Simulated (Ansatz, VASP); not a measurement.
# One calculation of Ru, two programs

```xyz
4
Lattice="2.7212 0.0000 0.0000 0.0000 4.2960 0.0000 0.0000 0.0000 19.1421" Properties=species:S:1:pos:R:3 pbc="T T T"
Ru    0.0000    3.2220    8.1473
Ru    1.3606    1.0740    8.7856
Ru    1.3606    3.2220   10.3565
Ru    0.0000    1.0740   10.9948
```

Alike in both runs: task single point; functional PBE; k mesh 12 × 8 × 1; occupations fermi-dirac, width 0.1 eV; no spin polarisation.

|  | VASP | Ansatz |
| --- | --- | --- |
| version | VASP 6.6.1 | Ansatz 0.2.0 |
| potentials or method | VASP PAW PBE potentials, release 64 (Ru_pv) | PAW with Ansatz's default frozen-core files, scalar-relativistic |
| plane-wave cutoff (eV) | 520 | 420 |
| valence electrons in the cell | 56 | 64 |

```tsv
	VASP	Ansatz	Ansatz less VASP
rms of the force components (eV/Å)	0.007	0.000	-0.0069
```

Atom by atom the forces differ by 0.007 eV/Å (rms over components). VASP's potentials hold 56 valence electrons a cell and Ansatz's 64, so a difference there can come from the potentials and not from the codes. Ansatz's warnings: xc potential rough in thin density.
